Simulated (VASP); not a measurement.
# Ta (P6_3/mmc) in VASP: relaxation of cell and atoms with r2SCAN

Aim: the relaxation of cell and atoms of Ta with r2SCAN.

All numbers are computed with VASP 6.6.1; they aren't measurements. Logs are shortened: lines on timing, memory, paths and dates and some standing lists are left out, and cuts for length are marked.

## Step 1: The cell of the first run

It takes space group P6_3/mmc (No. 194, hexagonal). The conventional cell has a = 4.620 Å, b = 4.620 Å, c = 4.715 Å, α = 90.00°, β = 90.00°, γ = 120.00°. Within 3.1 Å of Ta (site symmetry -6m2) lie 5 Ta at 2.36 to 2.67 Å. Ta (site symmetry -6m2) has 15 Ta at 2.67 to 3.56 Å within 3.6 Å.

This isn't the form of Ta at room conditions, which is bcc.

## Step 2: Relaxation of cell and atoms, r2SCAN

Contents of POSCAR:

```
Ta
1.0
    4.6200224683      0.0000000000      0.0000000000
   -2.3100112342      4.0010568236      0.0000000000
    0.0000000000      0.0000000000      4.7152010731
Ta
4
Direct
    0.0000000000      0.0000000000      0.2500000000
    0.0000000000      0.0000000000      0.7500000000
    0.3333333333      0.6666666667      0.7500000000
    0.6666666667      0.3333333333      0.2500000000
```

Contents of INCAR.step1:

```
ALGO     = Normal         # electronic algorithm
EDIFF    = 1E-4           # SCF threshold, eV
ENCUT    = 600            # plane-wave cutoff, eV
GGA      = PE             # functional
ISMEAR   = 0              # smearing method
LASPH    = T              # aspherical terms in the spheres
LCHARG   = F              # write CHGCAR
LREAL    = F              # projectors in reciprocal space
LWAVE    = T              # write WAVECAR
NELM     = 60             # most SCF steps
PREC     = Accurate       # precision mode
SIGMA    = 0.1            # smearing width, eV
```

Contents of INCAR.step2:

```
ALGO     = Normal         # electronic algorithm
EDIFF    = 1E-6           # SCF threshold, eV
EDIFFG   = -0.04          # ionic threshold
ENCUT    = 600            # plane-wave cutoff, eV
IBRION   = 2              # ionic algorithm
ISIF     = 3              # what is computed and relaxed
ISMEAR   = 0              # smearing method
ISTART   = 1            
LASPH    = T              # aspherical terms in the spheres
LCHARG   = F              # write CHGCAR
LMIXTAU  = T            
LREAL    = F              # projectors in reciprocal space
LWAVE    = F              # write WAVECAR
METAGGA  = R2SCAN         # meta-GGA
NELM     = 60             # most SCF steps
NSW      = 90             # ionic steps
PREC     = Accurate       # precision mode
SIGMA    = 0.1            # smearing width, eV
```

Contents of KPOINTS:

```
k-points
0
Gamma
  6 6 4
```

Potentials or basis: VASP PAW PBE potentials, release 64 (Ta_pv).

Started as:

```console
> cat potpaw_PBE.64/Ta_pv/POTCAR > POTCAR
> cp INCAR.step1 INCAR
> mpirun -np 1 vasp_std > vasp.out
> cp INCAR.step2 INCAR
> mpirun -np 1 vasp_std > vasp.out
```

OUTCAR:

```text
EDIFF = 1E-6
   EDIFFG = -0.04
   ENCUT = 600
   IBRION = 2
   ISIF = 3
   ISMEAR = 0
   ISTART = 1
   LASPH = T
   LREAL = F
   METAGGA = R2SCAN
   NELM = 60
   NSW = 90
   PREC = Accurate

 ion  position               nearest neighbor table
   1  0.000  0.000  0.250-   2 2.36   2 2.36   4 2.67   4 2.67   4 2.67   3 3.56   3 3.56   3 3.56
                             3 3.56   3 3.56   3 3.56
   2  0.000  0.000  0.750-   1 2.36   1 2.36   3 2.67   3 2.67   3 2.67   4 3.56   4 3.56   4 3.56
                             4 3.56   4 3.56   4 3.56
   3  0.333  0.667  0.750-   2 2.67   2 2.67   2 2.67   4 3.56   4 3.56   4 3.56   4 3.56   1 3.56
                             1 3.56   1 3.56   1 3.56   1 3.56   1 3.56   4 3.56   4 3.56
   4  0.667  0.333  0.250-   1 2.67   1 2.67   1 2.67   3 3.56   3 3.56   3 3.56   3 3.56   2 3.56
                             2 3.56   2 3.56   2 3.56   2 3.56   2 3.56   3 3.56   3 3.56

  LATTYP: Found a hexagonal cell.
 ALAT       =     4.6200224683
 C/A-ratio  =     1.0206013294

  Lattice vectors:

 A1 = (   4.6200224683,   0.0000000000,   0.0000000000)
 A2 = (  -2.3100112342,   4.0010568236,   0.0000000000)
 A3 = (   0.0000000000,   0.0000000000,   4.7152010731)

Analysis of symmetry for initial positions (statically):
=====================================================================
 Subroutine PRICEL returns:
 Original cell was already a primitive cell.

 Routine SETGRP: Setting up the symmetry group for a
 hexagonal supercell.

 Subroutine GETGRP returns: Found 24 space group operations
 (whereof 12 operations were pure point group operations)
 out of a pool of 24 trial point group operations.

The static configuration has the point symmetry D_3d.
 The point group associated with its full space group is D_6h.

Analysis of symmetry for dynamics (positions and initial velocities):
=====================================================================
 Subroutine PRICEL returns:
 Original cell was already a primitive cell.

 Routine SETGRP: Setting up the symmetry group for a
 hexagonal supercell.

 Subroutine GETGRP returns: Found 24 space group operations
 (whereof 12 operations were pure point group operations)
 out of a pool of 24 trial point group operations.

The dynamic configuration has the point symmetry D_3d.
 The point group associated with its full space group is D_6h.

 Subroutine INISYM returns: Found 24 space group operations
 (whereof 12 operations are pure point group operations),
 and found     1 'primitive' translations

----------------------------------------------------------------------------------------

                                     Primitive cell

[... 83 lines left out ...]
   ICHARG =      0    charge: 1-file 2-atom 10-const
   ISPIN  =      1    spin polarized calculation?
   LNONCOLLINEAR =      F non collinear calculations
   LSORBIT =      F    spin-orbit coupling
   LASPH  =      T    aspherical Exc in radial PAW
   ENCUT  =  600.0 eV  44.10 Ry    6.64 a.u.   9.23  9.23  9.42*2*pi/ulx,y,z
   NELM   =     60;   NELMIN=  2; NELMDL=  0     # of ELM steps
   EDIFF  = 0.1E-05   stopping-criterion for ELM
   LREAL  =      F    real-space projection
   EDIFFG = -.4E-01   stopping-criterion for IOM
   NSW    =     90    number of steps for IOM
   IBRION =      2    ionic relax: 0-MD 1-quasi-New 2-CG
   NFREE  =      1    steps in history (QN), initial steepest desc. (CG)
   ISIF   =      3    stress and relaxation
   ISYM   =      2    0-nonsym 1-usesym 2-fastsym
   POTIM  = 0.5000    time-step for ionic-motion
   TEBEG  =    0.0;   TEEND  =   0.0 temperature during run
   PSTRESS=    0.0 pullay stress
   NELECT =      44.0000    total number of electrons
   NUPDOWN=      -1.0000    fix difference up-down
   EMIN   =  10.00;   EMAX   =-10.00  energy-range for DOS
   EFERMI =   0.00;   METHOD = LEGACY
   ISMEAR =     0;   SIGMA  =   0.10  broadening in eV -4-tet -1-fermi 0-gaus
   EFERMI_NEDOS =   21; number of points for ismear=-14 and -15
   IALGO  =     38    algorithm
   IMIX   =      4    mixing-type and parameters
     AMIX     =   0.40;   BMIX     =  1.00
     AMIX_MAG =   1.60;   BMIX_MAG =  1.00
  volume/ion in A,a.u.               =      21.79       147.05
  Fermi-wavevector in a.u.,A,eV,Ry     =   1.303525  2.463305 23.118714  1.699178
  Thomas-Fermi vector in A             =   2.434521
   LORBIT       =      0    0 simple, 1 ext, 2 COOP (PROOUT), +10 PAW based schemes
   METAGGA = R2SCAN    functional components
   LHFCALC =     F    Hartree Fock is set to
   AEXX    =    0.0000 exact exchange contribution
   IVDW    =     0    specifies the selected vdW correction
   LEPSILON=     F    determine dielectric tensor
   LRPA    =     F    only Hartree local field effects (RPA)
 conjugate gradient relaxation of ions
 non-spin polarized calculation
 Gauss-broadening in eV      SIGMA  =   0.10
  energy-cutoff  :      600.00
  volume of cell :       87.16
 maximum number of plane-waves:      2937
 NGX is ok and might be reduce to    40
   NGX = 19   NGY = 19   NGZ = 19

--------------------------------------- Ionic step        1  -------------------------------------------

 number of electron      43.9999999 magnetization

 Free energy of the ion-electron system (eV)
  ---------------------------------------------------
  ext. energy  EPLUGINS =         0.00000000
  ---------------------------------------------------
  free energy    TOTEN  =      -187.41303226 eV

  energy without entropy =     -187.38414476  energy(sigma->0) =     -187.39858851

------------------------ aborting loop because EDIFF is reached ----------------------------------------

  FORCE on cell =-STRESS in cart. coord.  units (eV):
  Direction    XX          YY          ZZ          XY          YZ          ZX
  --------------------------------------------------------------------------------------
  -------------------------------------------------------------------------------------
  Total        0.5894077      0.5894077      2.8110695     -0.0000000     -0.0000000      0.0000000
  in kB       10.8344618     10.8344618     51.6729369     -0.0000000     -0.0000000      0.0000000
  external PRESSURE =      24.4472868 kB  Pullay stress =       0.0000000 kB
[... 139 lines left out ...]
--------------------------------------- Ionic step        5  -------------------------------------------

 number of electron      43.9999997 magnetization

 Free energy of the ion-electron system (eV)
  ---------------------------------------------------
  ext. energy  EPLUGINS =         0.00000000
  ---------------------------------------------------
  free energy    TOTEN  =      -187.43432472 eV

  energy without entropy =     -187.39932127  energy(sigma->0) =     -187.41682300

 E-fermi :   3.9291     XC(G=0): -12.3009

 val. band max:        3.9022836780   @ k =   0.3333   0.3333   0.2500
 cond. band min:       3.9486015746   @ k =   0.1667   0.1667   0.2500
 fundamental gap:      0.0463178966
 Fermi energy:         3.9291198400

 k-point     1 :       0.0000    0.0000    0.0000
  band No.  band energies     occupation
      1     -32.8189      2.00000
      2     -32.0811      2.00000
      3     -32.0345      2.00000
      4     -32.0007      2.00000
      5     -32.0007      2.00000
      6     -31.9465      2.00000
[... 629 lines left out ...]
  FREE ENERGIE OF THE ION-ELECTRON SYSTEM (eV)
  ---------------------------------------------------
  free  energy   TOTEN  =      -187.4343247221 eV

  energy  without entropy=     -187.3993212747  energy(sigma->0) =     -187.41682300

 reached required accuracy - stopping structural energy minimisation
```

OSZICAR.step1:

```text
N       E                     dE             d eps       ncg     rms          rms(c)
DAV:   1     0.441213274426E+03    0.44121E+03   -0.27112E+04  1092   0.190E+03
DAV:   2    -0.229185878491E+02   -0.46413E+03   -0.45878E+03  1204   0.511E+02
DAV:   3    -0.428254207450E+02   -0.19907E+02   -0.18902E+02  1488   0.830E+01
DAV:   4    -0.434511686967E+02   -0.62575E+00   -0.60864E+00  1304   0.122E+01
DAV:   5    -0.434733657163E+02   -0.22197E-01   -0.22117E-01  1498   0.177E+00    0.256E+01
DAV:   6    -0.413709956077E+02    0.21024E+01   -0.23692E+01  1488   0.313E+01    0.149E+01
DAV:   7    -0.408042721925E+02    0.56672E+00   -0.67790E+00  1444   0.131E+01    0.849E+00
DAV:   8    -0.406129960575E+02    0.19128E+00   -0.12070E+00  1496   0.757E+00    0.676E-01
DAV:   9    -0.406105595333E+02    0.24365E-02   -0.47131E-02  1346   0.178E+00    0.341E-01
DAV:  10    -0.406107086033E+02   -0.14907E-03   -0.23166E-03  1426   0.339E-01    0.103E-01
DAV:  11    -0.406107271541E+02   -0.18551E-04   -0.75250E-04  1266   0.185E-01
   1 F= -.40610727E+02 E0= -.40593803E+02  d E =-.338481E-01
```

Wall time 36 min (1 thread of Intel Xeon 8259CL, shared host); peak memory 0.3 GiB.

What came out:

- Free energy: -187.4343 eV
- Relaxed volume: 22.11 Å³/atom
- Relaxed cell: a = 4.617 Å, b = 4.617 Å, c = 4.791 Å, α = 90.00°, β = 90.00°, γ = 120.00°
- Space group after relaxing (to 0.1 Å): P6_3/mmc (No. 194)
- Energy gained by relaxing: 5.3 meV/atom
- Ionic steps: 5
- Pressure after relaxing: 0.2 GPa
- Band gap on the k mesh: zero (bands 22 and 23 overlap by 0.67 eV)

The path:
```csv
step,energy change (eV),largest force (eV/Å),pressure (GPa),volume (Å³)
1,0.0000,0.0000,2.44,87.16
2,0.0190,0.0000,-3.85,91.40
3,-0.0203,0.0000,-0.37,88.88
4,-0.0204,0.0000,-0.32,88.84
5,-0.0213,0.0000,0.18,88.44
```

Final structure:
```
CELL_PARAMETERS angstrom
4.61692 0.00000 0.00000
-2.30846 3.99837 0.00000
0.00000 0.00000 4.79087
ATOMIC_POSITIONS crystal
Ta 0.00000 0.00000 0.25000
Ta 0.00000 0.00000 0.75000
Ta 0.33333 0.66667 0.75000
Ta 0.66667 0.33333 0.25000
```

Caveat: the PAW data sets were made with another functional, which shifts forces and pressure a little; spin-orbit coupling is left out, which moves the levels of the heavy elements.

The gap in the log of VASP goes by the Fermi energy; the results here count the filled bands.